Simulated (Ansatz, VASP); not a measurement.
**One calculation of PtS2, two programs**

```
Pt S
1.0
     3.55264    0.00000    0.00000
    -1.77632    3.07668    0.00000
     0.00000    0.00000    5.12271
Pt S
1 2
Cartesian
  0.0000 0.0000 0.0000
  0.0000 2.0511 1.2257
  1.7763 1.0256 3.8971
```

Alike in both runs: task single point; functional PBE; k mesh 6 × 6 × 4; occupations gaussian, width 0.05 eV; no spin polarisation.

|  | VASP | Ansatz |
| --- | --- | --- |
| version | VASP 6.6.1 | Ansatz 0.2.0 |
| potentials or method | VASP PAW PBE potentials, release 64 (Pt, S) | plane waves |
| plane-wave cutoff (eV) | 520 | 420 |
| valence electrons in the cell | 22 | 30 |

|  | VASP | Ansatz | Ansatz less VASP |
| --- | --- | --- | --- |
| gap on the k mesh at the Fermi level (eV) | 0.85 | 0.84 | -0.006 |
| pressure (GPa) | 3.2 | 3.7 | +0.45 |
| traceless stress, the component that is largest in VASP (GPa) | -0.86 | -1.00 | -0.136 |
| rms of the force components (eV/Å) | 0.012 | 0.031 | +0.0188 |

Atom by atom the forces differ by 0.019 eV/Å (rms over components). The functional is the same, so the differences come from potentials, cutoffs and numerics. VASP's potentials hold 22 valence electrons a cell and Ansatz's 30, so a difference there can come from the potentials and not from the codes.

Neither program's run includes spin-orbit coupling.
